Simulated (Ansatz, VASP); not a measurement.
# Si in VASP and in Ansatz

```
Si
1.0
     0.00000    2.72199    2.72199
     2.72199    0.00000    2.72199
     2.72199    2.72199    0.00000
Si
2
Direct
  0.00000 0.00000 0.00000
  0.25000 0.25000 0.25000
```

Alike in both runs: functional r2SCAN; k mesh 10 × 10 × 10; occupations gaussian, width 0.02 eV; no spin polarisation.

Ansatz relaxed the structure, and its values are those at the end. VASP's run is a single point on that final structure, the one shown.

|  | VASP | Ansatz |
| --- | --- | --- |
| version | VASP 6.6.1 | Ansatz 0.2.0 |
| potentials or method | VASP PAW PBE potentials, release 64 (Si), cutoff 550 eV | scalar-relativistic, plane waves, PAW |
| valence electrons in the cell | 8 | 8 |

```tsv
	VASP	Ansatz	Ansatz less VASP
gap on the k mesh at the Fermi level (eV)	0.79	0.78	-0.014
least direct gap on the mesh (eV)	2.76	2.74	-0.017
pressure (GPa)	-0.2	0.0	+0.22
```

VASP's potentials were made for PBE, not for r2SCAN. With one functional, cell and mesh, what is left measures potentials, basis and numerics.
